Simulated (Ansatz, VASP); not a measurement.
## One calculation of MgO, two programs

```
CELL_PARAMETERS angstrom
3.48410 0.00000 0.00000
-1.74205 3.01732 0.00000
0.00000 0.00000 4.14383
ATOMIC_POSITIONS crystal
Mg 0.66667 0.33333 0.75000
Mg 0.33333 0.66667 0.25000
O 0.66667 0.33333 0.25000
O 0.33333 0.66667 0.75000
```

Change from the starting cell: strain -0.0100 x Voigt [0, 0, 1, 0, 0, 0], atoms carried along.

Alike in both runs: task single point; functional r2SCAN; k mesh 6 × 6 × 6; occupations gaussian, width 0.05 eV; no spin polarisation.

```csv
,VASP,Ansatz
version,VASP 6.6.1,Ansatz 0.2.0
potentials or method,"VASP PAW PBE potentials, release 64 (Mg, O), cutoff 520 eV","scalar-relativistic, plane waves, PAW"
valence electrons in the cell,16,32
```

Ansatz gave:

```
gap on the k mesh at the Fermi level (eV)                     : 4.16
least direct gap on the mesh (eV)                             : 4.16
pressure (GPa)                                                : 1.5
traceless stress, the component that is largest in VASP (GPa) : 1.39
```

Problem. Estimate VASP's values.

Solution. gap on the k mesh at the Fermi level (eV): 4.14; least direct gap on the mesh (eV): 4.14; pressure (GPa): 0.7; traceless stress, the component that is largest in VASP (GPa): 1.20.

VASP's potentials were made for PBE, not for r2SCAN. VASP's potentials hold 16 valence electrons a cell and Ansatz's 32, so a difference there can come from the potentials and not from the codes.
